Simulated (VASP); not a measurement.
Write the native input for VASP 6.6.1 that does the following.

- Task: single point
- Functional: PBE-based global hybrid
- Potentials or basis: VASP PAW PBE potentials, release 64 (Hf_pv, B)
- Cutoff: 520 eV
- k mesh: 6 × 6 × 5
- Occupations: fermi-dirac, width 0.05 eV
- Spin: no spin polarisation
- Dipole correction: no
- Grid for exact exchange (PRECFOCK): Normal
- Share of exact exchange: 0.1
- Further INCAR settings: ALGO = Normal; EDIFF = 1e-07; NBANDS = 15

HfB2:

```xyz
3
Lattice="3.1400 0.0000 0.0000 -1.5700 2.7193 0.0000 0.0000 0.0000 3.4800" Properties=species:S:1:pos:R:3 pbc="T T T"
Hf    0.0000    0.0000    0.0000
B     1.5700    0.9064    1.7400
B     0.0000    1.8129    1.7400
```

These files were run (other wordings do the same):

POSCAR

```
HfB2
1.0
    3.1400000000      0.0000000000      0.0000000000
   -1.5700000000      2.7193197679      0.0000000000
    0.0000000000      0.0000000000      3.4800000000
Hf B
1 2
Direct
    0.0000000000      0.0000000000      0.0000000000
    0.6666666667      0.3333333333      0.5000000000
    0.3333333333      0.6666666667      0.5000000000
```

INCAR.step1

```
SYSTEM = HfB2
ALGO = Normal
EDIFF = 1E-5
ENCUT = 520
GGA = PE
ISIF = 2
ISMEAR = -1
LASPH = .True.
LREAL = .False.
LWAVE = .True.
NBANDS = 15
NELM = 80
PREC = Accurate
SIGMA = 0.05
```

INCAR.step2

```
SYSTEM = HfB2
AEXX = 0.1
ALGO = Normal
EDIFF = 1E-7
ENCUT = 520
GGA = PE
ISIF = 2
ISMEAR = -1
ISTART = 1
LASPH = .True.
LCHARG = .True.
LELF = .True.
LHFCALC = .True.
LREAL = .False.
LVHAR = .True.
LWAVE = .False.
NBANDS = 15
NELM = 80
PREC = Accurate
PRECFOCK = Normal
SIGMA = 0.05
```

KPOINTS

```
k-points
0
Gamma
  6 6 5
  0 0 0
```

Potentials or basis: VASP PAW PBE potentials, release 64 (Hf_pv, B).

Run with:

```sh
$ cat potpaw_PBE.64/Hf_pv/POTCAR potpaw_PBE.64/B/POTCAR > POTCAR
$ cp INCAR.step1 INCAR
$ mpirun -np 1 vasp_std > vasp.out
$ cp INCAR.step2 INCAR
$ mpirun -np 1 vasp_std > vasp.out
```

It gave:

| Quantity | Value |
| --- | --- |
| Pressure | -0.6 GPa |
| Band gap on the k mesh | zero (band 8 reaches 8.38 eV, above the bottom of band 9 at 7.47 eV) |

Caveat: the k points lie up to 0.39 Å⁻¹ apart; the PAW data sets were made with another functional, which shifts forces and pressure a little; spin-orbit coupling is left out, which moves the levels of the heavy elements.

Run time: 21 min on 1 thread of Intel(R) Xeon(R) Platinum 8259CL CPU @ 2.50GHz (Skylake/Cascade Lake) (shared host), peak memory 0.17 GiB.
